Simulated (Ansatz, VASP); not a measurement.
# One calculation of GaGe, two programs

File INCAR:

```
  PREC = Accurate
  ENCUT = 520
  EDIFF = 1E-6
  ISMEAR = 0
  SIGMA = 0.1
  LREAL = False
  LASPH = True
  NELM = 150
  ALGO = Normal
  ISIF = 2
  LWAVE = False
  LCHARG = True
  ISPIN = 2
  MAGMOM = 0.09 0.2
  LORBIT = 11
  GGA = PS
  LELF = True
  LVHAR = True
  NBANDS = 24
```

KPOINTS

```
Automatic mesh
0
Gamma
  2 2 2
```

Contents of POSCAR:

```
GaGe
1.0
    0.0000000000      3.2494862720      3.2494862720
    3.2494862720      0.0000000000      3.2494862720
    3.2494862720      3.2494862720      0.0000000000
Ga Ge
1 1
Direct
    0.7500000000      0.7500000000      0.7500000000
    0.0000000000      0.0000000000      0.0000000000
```

Input for Ansatz:

```yaml
crystal:
  lattice:
    - [0.0, 3.249486272, 3.249486272]
    - [3.249486272, 0.0, 3.249486272]
    - [3.249486272, 3.249486272, 0.0]
  atoms:
    - { symbol: Ga, position: [0.75, 0.75, 0.75] }
    - { symbol: Ge, position: [0.0, 0.0, 0.0] }
basis: {}
kpoints:
  mp_grid: { grid: [2, 2, 2] }
hamiltonian:
  xc: pbesol
scf:
  occupations: { method: gaussian, width: 0.1 }
  eigensolver: { mixed_precision: false }
  max_iter: 78
output:
  forces: true
  stress: true
  eigenvalues: true
magnetization:
  spin_polarized: true
```

Alike in both runs: task single point; functional PBEsol; k mesh 2 × 2 × 2; occupations gaussian, width 0.1 eV; collinear spin.

|  | VASP | Ansatz |
| --- | --- | --- |
| version | VASP 6.6.1 | Ansatz 0.2.0 |
| potentials or method | VASP PAW PBE potentials, release 64 (Ga_d, Ge_d) | scalar-relativistic, plane waves, PAW |
| plane-wave cutoff (eV) | 520 | 420 |
| valence electrons in the cell | 27 | 27 |

```tsv
	VASP	Ansatz	Ansatz less VASP
gap on the k mesh at the Fermi level (eV)	none	none	-
pressure (GPa)	-4.3	-4.3	0.00
net moment per atom (μB)	0.25	0.25	0.000
size of the moment on the site where the two differ most (μB)	0.17	0.18	+0.016
```

VASP's potentials were made for PBE, not for PBEsol. Site moments also hang on the region over which each program counts them. A gap of «none» marks a metal or a gap that the smearing closes. Ansatz's warnings: no starting moments.

The k mesh is coarse, so the values compare programs but aren't converged.
